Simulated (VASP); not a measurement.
V, 2 atoms in the cell. Symmetry: R-3m, No. 166, trigonal system. Conventional cell: a = 3.144 Å, b = 3.144 Å, c = 11.294 Å, α = 90.00°, β = 90.00°, γ = 120.00°. Within 1.7 Å of V (site symmetry 3m) lie 1 V at 1.30 Å. 

* Program: VASP 6.6.1
* Task: single point
* Functional: PBE
* Potentials or basis: VASP PAW PBE potentials, release 64 (V_sv)
* Cutoff: 520 eV
* k mesh: 6 × 6 × 6
* Occupations: gaussian, width 0.1 eV
* Spin: collinear spin, ferromagnetic start
* Starting moments: [2.0, 2.0] μB
* Dipole correction: no
* Further INCAR settings: ALGO = Normal; EDIFF = 1e-06; NBANDS = 24

Potentials or basis: VASP PAW PBE potentials, release 64 (V_sv).

Command:

```bash
$ cat potpaw_PBE.64/V_sv/POTCAR > POTCAR
$ mpirun -np 1 vasp_std > vasp.out
```

Hardware: 1 thread of Intel(R) Xeon(R) 6975P-C (Granite Rapids) (shared host).

Question: How long does it take, and how much memory?

Answer: Run time: 32 s on 1 thread of Intel(R) Xeon(R) 6975P-C (Granite Rapids) (shared host), peak memory 0.21 GiB. Counts: scf iterations 16, k points 32.
